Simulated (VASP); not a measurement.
# ScTaN (P-3m1) in VASP: settings compared, part 2 of 2

VASP 6.6.1. Earlier steps stand in the parts before.

## Step 5: Single point, PBE

The input, INCAR:

```
PREC = Accurate ; ENCUT = 520
EDIFF = 1E-6 ; ISMEAR = 1
SIGMA = 0.025 ; LREAL = False
LASPH = True ; NELM = 60
ALGO = Normal ; ISIF = 2
LWAVE = False ; LCHARG = False
GGA = PE ; NBANDS = 36
```

The input, KPOINTS:

```
regular mesh
0
Gamma
  8 8 3
```

The input, POSCAR:

```
ScTaN
1.0
    3.0850655424      0.0000000000      0.0000000000
   -1.5425327712      2.6717451321      0.0000000000
    0.0000000000      0.0000000000     10.3401360000
Ta Sc N
2 2 2
Direct
    0.3333333333      0.6666666667      0.2456310000
    0.6666666667      0.3333333333      0.7543690000
    0.0000000000      0.0000000000      0.0000000000
    0.0000000000      0.0000000000      0.5000000000
    0.3333333333      0.6666666667      0.6298410000
    0.6666666667      0.3333333333      0.3701590000
```

Potentials or basis: VASP PAW PBE potentials, release 64 (Ta_pv, Sc_sv, N).

On the command line:

```
cat potpaw_PBE.64/Ta_pv/POTCAR potpaw_PBE.64/Sc_sv/POTCAR potpaw_PBE.64/N/POTCAR > POTCAR
mpirun -np 1 vasp_std > vasp.out
```

OUTCAR:

```text
PREC = Accurate
   ENCUT = 520
   EDIFF = 1E-6
   ISMEAR = 1
   LREAL = False
   LASPH = True
   NELM = 60
   ISIF = 2
   GGA = PE

 ion  position               nearest neighbor table
   1  0.333  0.667  0.246-   6 2.20   6 2.20   6 2.20   3 3.10   3 3.10   3 3.10   4 3.18   4 3.18
                             4 3.18
   2  0.667  0.333  0.754-   5 2.20   5 2.20   5 2.20   3 3.10   3 3.10   3 3.10   4 3.18   4 3.18
                             4 3.18
   3  0.000  0.000  0.000-   1 3.10   2 3.10   2 3.10   1 3.10   2 3.10   1 3.10
   4  0.000  0.000  0.500-   5 2.23   6 2.23   6 2.23   5 2.23   6 2.23   5 2.23   1 3.18   2 3.18
                             1 3.18   2 3.18   2 3.18   1 3.18
   5  0.333  0.667  0.630-   2 2.20   2 2.20   2 2.20   4 2.23   4 2.23   4 2.23
   6  0.667  0.333  0.370-   1 2.20   1 2.20   1 2.20   4 2.23   4 2.23   4 2.23

  LATTYP: Found a hexagonal cell.
 ALAT       =     3.0850655424
 C/A-ratio  =     3.3516746591

  Lattice vectors:

 A1 = (   3.0850655424,   0.0000000000,   0.0000000000)
 A2 = (  -1.5425327712,   2.6717451321,   0.0000000000)
 A3 = (   0.0000000000,   0.0000000000,  10.3401360000)

Analysis of symmetry for initial positions (statically):
=====================================================================
 Subroutine PRICEL returns:
 Original cell was already a primitive cell.

 Routine SETGRP: Setting up the symmetry group for a
 hexagonal supercell.

 Subroutine GETGRP returns: Found 12 space group operations
 (whereof 12 operations were pure point group operations)
 out of a pool of 24 trial point group operations.

The static configuration has the point symmetry D_3d.

Analysis of symmetry for dynamics (positions and initial velocities):
=====================================================================
 Subroutine PRICEL returns:
 Original cell was already a primitive cell.

 Routine SETGRP: Setting up the symmetry group for a
 hexagonal supercell.

 Subroutine GETGRP returns: Found 12 space group operations
 (whereof 12 operations were pure point group operations)
 out of a pool of 24 trial point group operations.

The dynamic configuration has the point symmetry D_3d.

 Subroutine INISYM returns: Found 12 space group operations
 (whereof 12 operations are pure point group operations),
 and found     1 'primitive' translations

----------------------------------------------------------------------------------------

                                     Primitive cell

  volume of cell :      85.2287

  direct lattice vectors                    reciprocal lattice vectors
     3.085065542  0.000000000  0.000000000     0.324142222  0.187143599  0.000000000
    -1.542532771  2.671745132  0.000000000     0.000000000  0.374287198  0.000000000
     0.000000000  0.000000000 10.340136000     0.000000000  0.000000000  0.096710527

  length of vectors
     3.085065542  3.085065542 10.340136000     0.374287198  0.374287198  0.096710527

  position of ions in fractional coordinates (direct lattice)
     0.333333333  0.666666667  0.245631000
     0.666666667  0.333333333  0.754369000
     0.000000000  0.000000000  0.000000000
     0.000000000  0.000000000  0.500000000
     0.333333333  0.666666667  0.629841000
     0.666666667  0.333333333  0.370159000

  ion indices of the primitive-cell ions
   primitive index   ion index
                 1           1
                 2           2
                 3           3
[... 28 lines left out ...]
 Found     25 irreducible k-points:

 Following reciprocal coordinates:
            Coordinates               Weight
  0.000000  0.000000  0.000000      1.000000
  0.125000  0.000000  0.000000      6.000000
  0.250000  0.000000  0.000000      6.000000
  0.375000  0.000000  0.000000      6.000000
  0.500000  0.000000  0.000000      3.000000
  0.125000  0.125000  0.000000      6.000000
[... 16 lines left out ...]
 -0.125000  0.500000  0.333333     12.000000
  0.250000  0.250000  0.333333     12.000000
   k-points           NKPTS =     25   k-points in BZ     NKDIM =     25   number of bands    NBANDS=     36
   number of dos      NEDOS =    301   number of ions     NIONS =      6
   total plane-waves  NPLWV =  46080
   dimension x,y,z NGX =    24 NGY =   24 NGZ =   80
   dimension x,y,z NGXF=    48 NGYF=   48 NGZF=  160
   ions per type =               2   2   2
   NGX,Y,Z   is equivalent  to a cutoff of  12.93, 12.93, 12.86 a.u.
   NGXF,Y,Z  is equivalent  to a cutoff of  25.87, 25.87, 25.72 a.u.
 SYSTEM =  unknown system
   PREC   = accura    normal or accurate (medium, high low for compatibility)
   ISTART =      0    job   : 0-new  1-cont  2-samecut
   ICHARG =      2    charge: 1-file 2-atom 10-const
   ISPIN  =      1    spin polarized calculation?
   LNONCOLLINEAR =      F non collinear calculations
   LSORBIT =      F    spin-orbit coupling
   LASPH  =      T    aspherical Exc in radial PAW
   ENCUT  =  520.0 eV  38.22 Ry    6.18 a.u.   5.74  5.74 19.23*2*pi/ulx,y,z
   NELM   =     60;   NELMIN=  2; NELMDL= -5     # of ELM steps
   EDIFF  = 0.1E-05   stopping-criterion for ELM
   LREAL  =      F    real-space projection
   EDIFFG = 0.1E-04   stopping-criterion for IOM
   NSW    =      0    number of steps for IOM
   IBRION =     -1    ionic relax: 0-MD 1-quasi-New 2-CG
   NFREE  =      0    steps in history (QN), initial steepest desc. (CG)
   ISIF   =      2    stress and relaxation
   ISYM   =      2    0-nonsym 1-usesym 2-fastsym
   POTIM  = 0.5000    time-step for ionic-motion
   TEBEG  =    0.0;   TEEND  =   0.0 temperature during run
   PSTRESS=    0.0 pullay stress
   NELECT =      54.0000    total number of electrons
   NUPDOWN=      -1.0000    fix difference up-down
   EMIN   =  10.00;   EMAX   =-10.00  energy-range for DOS
   EFERMI =   0.00;   METHOD = LEGACY
   ISMEAR =     1;   SIGMA  =   0.03  broadening in eV -4-tet -1-fermi 0-gaus
   EFERMI_NEDOS =   21; number of points for ismear=-14 and -15
   IALGO  =     38    algorithm
   IMIX   =      4    mixing-type and parameters
     AMIX     =   0.40;   BMIX     =  1.00
     AMIX_MAG =   1.60;   BMIX_MAG =  1.00
  volume/ion in A,a.u.               =      14.20        95.86
  Fermi-wavevector in a.u.,A,eV,Ry     =   1.406083  2.657111 26.899650  1.977069
  Thomas-Fermi vector in A             =   2.528479
   LORBIT       =      0    0 simple, 1 ext, 2 COOP (PROOUT), +10 PAW based schemes
   GGA     = PE    functional components
   LHFCALC =     F    Hartree Fock is set to
   AEXX    =    0.0000 exact exchange contribution
   IVDW    =     0    specifies the selected vdW correction
   LEPSILON=     F    determine dielectric tensor
   LRPA    =     F    only Hartree local field effects (RPA)
 non-spin polarized calculation
 Methfessel and Paxton  Order N= 1 SIGMA  =   0.03
  energy-cutoff  :      520.00
  volume of cell :       85.23
 maximum number of plane-waves:      2314
 NGX is ok and might be reduce to    24
   NGX = 11   NGY = 11   NGZ = 39

 number of electron      53.9999993 magnetization

 Free energy of the ion-electron system (eV)
  ---------------------------------------------------
  ext. energy  EPLUGINS =         0.00000000
  ---------------------------------------------------
  free energy    TOTEN  =       -58.94685674 eV

  energy without entropy =      -58.94668857  energy(sigma->0) =      -58.94680068

 E-fermi :   6.1774     XC(G=0): -12.0133

 val. band max:        6.1404740803   @ k =   0.1250   0.1250   0.3333
 cond. band min:       6.1777373443   @ k =   0.2500   0.1250   0.0000
 fundamental gap:      0.0372632640
 Fermi energy:         6.1774065645

 k-point     1 :       0.0000    0.0000    0.0000
  band No.  band energies     occupation
      1     -43.0472      2.00000
      2     -42.6285      2.00000
      3     -28.5629      2.00000
      4     -28.5507      2.00000
      5     -28.1674      2.00000
      6     -28.1674      2.00000
[... 925 lines left out ...]
     35      10.1015      0.00000
     36      10.2222      0.00000

 [... further k-points ...]
[... 5 lines left out ...]
  --------------------------------------------------------------------------------------
  -------------------------------------------------------------------------------------
  Total       -0.0035831     -0.0035831     -0.3726462      0.0000000     -0.0000000     -0.0000000
  in kB       -0.0673568     -0.0673568     -7.0052171      0.0000000     -0.0000000     -0.0000000
  external PRESSURE =      -2.3799769 kB  Pullay stress =       0.0000000 kB

 VOLUME and BASIS-vectors are now :
 -----------------------------------------------------------------------------
  energy-cutoff  :      520.00
  volume of cell :       85.23
      direct lattice vectors                 reciprocal lattice vectors
     3.085065542  0.000000000  0.000000000     0.324142222  0.187143599  0.000000000
    -1.542532771  2.671745132  0.000000000     0.000000000  0.374287198  0.000000000
     0.000000000  0.000000000 10.340136000     0.000000000  0.000000000  0.096710527

 POSITION                                       TOTAL-FORCE (eV/Angst)
 -----------------------------------------------------------------------------------
     -0.00000      1.78116      2.53986         0.000000     -0.000000      0.056209
      1.54253      0.89058      7.80028        -0.000000      0.000000     -0.056209
      0.00000      0.00000      0.00000        -0.000000      0.000000     -0.000000
      0.00000      0.00000      5.17007        -0.000000      0.000000     -0.000000
     -0.00000      1.78116      6.51264         0.000000     -0.000000      0.059690
      1.54253      0.89058      3.82749        -0.000000      0.000000     -0.059690
 -----------------------------------------------------------------------------------
    total drift:                               -0.000000      0.000000      0.000000

  FREE ENERGIE OF THE ION-ELECTRON SYSTEM (eV)
  ---------------------------------------------------
  free  energy   TOTEN  =       -58.9468567381 eV

  energy  without entropy=      -58.9466885718  energy(sigma->0) =      -58.94680068
```

OSZICAR:

```text
N       E                     dE             d eps       ncg     rms          rms(c)
DAV:   1     0.731787051519E+03    0.73179E+03   -0.26212E+04  1800   0.163E+03
DAV:   2     0.203662335534E+02   -0.71142E+03   -0.69926E+03  1840   0.577E+02
DAV:   3    -0.622213033047E+02   -0.82588E+02   -0.80131E+02  2848   0.178E+02
DAV:   4    -0.673547429835E+02   -0.51334E+01   -0.50642E+01  2992   0.451E+01
DAV:   5    -0.674467720984E+02   -0.92029E-01   -0.91254E-01  2936   0.660E+00    0.296E+01
DAV:   6    -0.596541292516E+02    0.77926E+01   -0.48444E+01  2736   0.384E+01    0.134E+01
DAV:   7    -0.593300427525E+02    0.32409E+00   -0.95365E+00  2832   0.151E+01    0.724E+00
DAV:   8    -0.591146033593E+02    0.21544E+00   -0.48997E+00  2592   0.871E+00    0.362E+00
DAV:   9    -0.589591752581E+02    0.15543E+00   -0.15331E+00  2824   0.545E+00    0.630E-01
DAV:  10    -0.589473702836E+02    0.11805E-01   -0.12673E-01  2632   0.139E+00    0.291E-01
DAV:  11    -0.589469598851E+02    0.41040E-03   -0.61292E-03  2624   0.493E-01    0.151E-01
DAV:  12    -0.589468920119E+02    0.67873E-04   -0.27092E-03  3008   0.312E-01    0.639E-02
DAV:  13    -0.589468666397E+02    0.25372E-04   -0.60360E-04  2840   0.143E-01    0.318E-02
DAV:  14    -0.589468579522E+02    0.86875E-05   -0.92897E-05  2824   0.627E-02    0.974E-03
DAV:  15    -0.589468571339E+02    0.81830E-06   -0.11342E-05  2656   0.232E-02    0.305E-03
DAV:  16    -0.589468567381E+02    0.39576E-06   -0.19569E-06  1576   0.872E-03
   1 F= -.58946857E+02 E0= -.58946801E+02  d E =-.168166E-03
```

stdout:

```text
POSCAR found type information on POSCAR TaScN
 POSCAR found :  3 types and       6 ions
 scaLAPACK will be used
 LDA part: xc-table for (Slater+PW92), standard interpolation
 POSCAR, INCAR and KPOINTS ok, starting setup
 FFT: planning ... GRIDC
 FFT: planning ... GRID_SOFT
 FFT: planning ... GRID
 WAVECAR not read
 entering main loop
```

It took 2.7 min on 1 thread of AMD EPYC 7R13, shared host; peak memory 0.21 GiB.

Results:

- Free energy: -58.9469 eV
- Pressure: -0.2 GPa
- Largest force: 0.060 eV/Å
- Band gap on the k mesh: zero (band 27 reaches 6.84 eV, above the bottom of band 28 at 6.05 eV)

Forces on the atoms (eV/Å):
```
Ta   0.000  0.000  0.056
Ta   0.000  0.000 -0.056
Sc   0.000  0.000  0.000
Sc   0.000  0.000  0.000
N    0.000  0.000  0.060
N    0.000  0.000 -0.060
```

Caveat: spin-orbit coupling is left out, which moves the levels of the heavy elements.

## Step 6: Single point, PBE

The input, INCAR:

```
SYSTEM = ScTaN
  PREC = Accurate
  ENCUT = 520
  EDIFF = 1E-7
  ISMEAR = 1
  SIGMA = 0.01
  LREAL = .FALSE.
  LASPH = .TRUE.
  NELM = 100
  ALGO = Normal
  ISIF = 2
  LWAVE = .FALSE.
  LCHARG = .FALSE.
  GGA = PE
  NBANDS = 36
```

The input, KPOINTS:

```
Automatic mesh
0
G
  8 8 3
  0 0 0
```

POSCAR is that of step 5.

Potentials or basis: VASP PAW PBE potentials, release 64 (Ta_pv, Sc_sv, N).

On the command line:

```
cat potpaw_PBE.64/Ta_pv/POTCAR potpaw_PBE.64/Sc_sv/POTCAR potpaw_PBE.64/N/POTCAR > POTCAR
mpirun -np 1 vasp_std > vasp.out
```

OUTCAR:

```text
SYSTEM = ScTaN
   PREC = Accurate
   ENCUT = 520
   EDIFF = 1E-7
   ISMEAR = 1
   LREAL = .FALSE.
   LASPH = .TRUE.
   NELM = 100
   ISIF = 2
   GGA = PE

 ion  position               nearest neighbor table
   1  0.333  0.667  0.246-   6 2.20   6 2.20   6 2.20   3 3.10   3 3.10   3 3.10   4 3.18   4 3.18
                             4 3.18
   2  0.667  0.333  0.754-   5 2.20   5 2.20   5 2.20   3 3.10   3 3.10   3 3.10   4 3.18   4 3.18
                             4 3.18
   3  0.000  0.000  0.000-   1 3.10   2 3.10   2 3.10   1 3.10   2 3.10   1 3.10
[... 1148 lines left out ...]
  Total        0.0040471      0.0040471     -0.3681416      0.0000000      0.0000000     -0.0000000
  in kB        0.0760800      0.0760800     -6.9205372      0.0000000      0.0000000     -0.0000000
  external PRESSURE =      -2.2561257 kB  Pullay stress =       0.0000000 kB

 VOLUME and BASIS-vectors are now :
 -----------------------------------------------------------------------------
  energy-cutoff  :      520.00
  volume of cell :       85.23
      direct lattice vectors                 reciprocal lattice vectors
     3.085065542  0.000000000  0.000000000     0.324142222  0.187143599  0.000000000
    -1.542532771  2.671745132  0.000000000     0.000000000  0.374287198  0.000000000
     0.000000000  0.000000000 10.340136000     0.000000000  0.000000000  0.096710527

 POSITION                                       TOTAL-FORCE (eV/Angst)
 -----------------------------------------------------------------------------------
     -0.00000      1.78116      2.53986         0.000000      0.000000      0.055373
      1.54253      0.89058      7.80028         0.000000      0.000000     -0.055373
      0.00000      0.00000      0.00000         0.000000      0.000000      0.000000
      0.00000      0.00000      5.17007         0.000000      0.000000      0.000000
     -0.00000      1.78116      6.51264         0.000000     -0.000000      0.059012
      1.54253      0.89058      3.82749        -0.000000      0.000000     -0.059012
 -----------------------------------------------------------------------------------
    total drift:                               -0.000000      0.000000      0.000000

  FREE ENERGIE OF THE ION-ELECTRON SYSTEM (eV)
  ---------------------------------------------------
  free  energy   TOTEN  =       -58.9466483987 eV

  energy  without entropy=      -58.9464721032  energy(sigma->0) =      -58.94658963
```

stdout:

```text
POSCAR found type information on POSCAR TaScN
 POSCAR found :  3 types and       6 ions
 scaLAPACK will be used
 LDA part: xc-table for (Slater+PW92), standard interpolation
 POSCAR, INCAR and KPOINTS ok, starting setup
 FFT: planning ... GRIDC
 FFT: planning ... GRID_SOFT
 FFT: planning ... GRID
 WAVECAR not read
 entering main loop
```

Run time: 3.4 min. Hardware: 1 thread of AMD EPYC 7R13, shared host; peak memory 0.21 GiB.

What came out:

```
Free energy            : -58.9466 eV
Pressure               : -0.2 GPa
Largest force          : 0.059 eV/Å
Band gap on the k mesh : zero (band 27 reaches 6.84 eV, above the bottom of band 28 at 6.05 eV)
```

Forces in eV/Å, atoms in the order of the input:
```
Ta   0.000  0.000  0.055
Ta   0.000  0.000 -0.055
Sc   0.000  0.000  0.000
Sc   0.000  0.000  0.000
N    0.000  0.000  0.059
N    0.000  0.000 -0.059
```

Caveat: spin-orbit coupling is left out, which moves the levels of the heavy elements.

## Step 7: Overview

| level | k mesh | smearing | gap on the mesh (eV) | pressure (GPa) | largest force (eV/Å) |
| --- | --- | --- | --- | --- | --- |
| PBEsol+D3(BJ) | 10 × 10 × 3 | fermi-dirac 0.05 eV | none | -11.3 | 0.31 |
| PBE | 10 × 10 × 3 | fermi-dirac 0.05 eV | none | 0.0 | 0.01 |
| PBE | 8 × 8 × 3 | methfessel-paxton 0.05 eV | none | -0.2 | 0.06 |
| PBE | 8 × 8 × 3 | methfessel-paxton 0.025 eV | none | -0.2 | 0.06 |
| PBE | 8 × 8 × 3 | methfessel-paxton 0.01 eV | none | -0.2 | 0.06 |

Alike in all rows: task single point; potentials or basis VASP PAW PBE potentials, release 64 (Ta_pv, Sc_sv, N); no spin polarisation; cell as given; cutoff (eV) 520.

Every run on the cell as given and a fine mesh finds a metal. The pressure there spans -11.3 GPa (PBEsol+D3(BJ)) to 0.0 GPa (PBE); a positive pressure means that this level wants a larger cell, a negative one a smaller.

Caveats: spin-orbit coupling is left out, which moves the levels of the heavy elements; three body term missing (some runs); the PAW data sets were made with another functional, which shifts forces and pressure a little (some runs); pairwise dispersion overbinds metals, which lowers pressure and volume (some runs).

Absolute energies hang on the potentials; compare differences alone.
